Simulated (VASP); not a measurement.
A run of VASP 6.6.1:

POSCAR

```
Rh
1.0
    0.0000000000      1.8625076022      1.8625076022
    1.8625076022      0.0000000000      1.8625076022
    1.8625076022      1.8625076022      0.0000000000
Rh
1
Direct
    0.0000000000      0.0000000000      0.0000000000
```

The input INCAR.step1:

```
SYSTEM = Rh
PREC     = Accurate       ! precision mode
ENCUT    = 520            ! plane-wave cutoff, eV
EDIFF    = 1E-5           ! SCF threshold, eV
ISMEAR   = -1             ! smearing method
SIGMA    = 0.1            ! smearing width, eV
LREAL    = .FALSE.        ! projectors in reciprocal space
LASPH    = .TRUE.         ! aspherical terms in the spheres
NELM     = 80             ! most SCF steps
ALGO     = Normal         ! electronic algorithm
ISIF     = 2              ! what is computed and relaxed
LWAVE    = .TRUE.         ! write WAVECAR
GGA      = PE             ! functional
NBANDS   = 14             ! bands
```

The input INCAR.step2:

```
SYSTEM = Rh
PREC     = Accurate       ! precision mode
ENCUT    = 520            ! plane-wave cutoff, eV
EDIFF    = 1E-6           ! SCF threshold, eV
ISMEAR   = -1             ! smearing method
SIGMA    = 0.1            ! smearing width, eV
LREAL    = .FALSE.        ! projectors in reciprocal space
LASPH    = .TRUE.         ! aspherical terms in the spheres
NELM     = 80             ! most SCF steps
ALGO     = Normal         ! electronic algorithm
ISIF     = 2              ! what is computed and relaxed
LWAVE    = .FALSE.        ! write WAVECAR
LCHARG   = .TRUE.         ! write CHGCAR
GGA      = PE             ! functional
LHFCALC  = .TRUE.         ! exact exchange
HFSCREEN = 0.2079         ! screening, 1/A
PRECFOCK = Normal       
LELF     = .TRUE.         ! ELF
LVHAR    = .TRUE.       
ISTART   = 1            
NBANDS   = 14             ! bands
```

KPOINTS

```
regular mesh
0
G
  6 6 6
  0 0 0
```

Potentials or basis: VASP PAW PBE potentials, release 64 (Rh_pv).

Launch:

```bash
$ cat potpaw_PBE.64/Rh_pv/POTCAR > POTCAR
$ cp INCAR.step1 INCAR
$ mpirun -np 1 vasp_std > vasp.out
$ cp INCAR.step2 INCAR
$ mpirun -np 1 vasp_std > vasp.out
```

Hardware: 1 thread of AMD EPYC 7R13 Processor (Zen 3), on a shared host.

**Question.** Estimate the wall time of this run.

**Answer.** Wall time 20 min on 1 thread of AMD EPYC 7R13 Processor (Zen 3) (shared host), peak memory 0.2 GiB. Counts: k points 16.
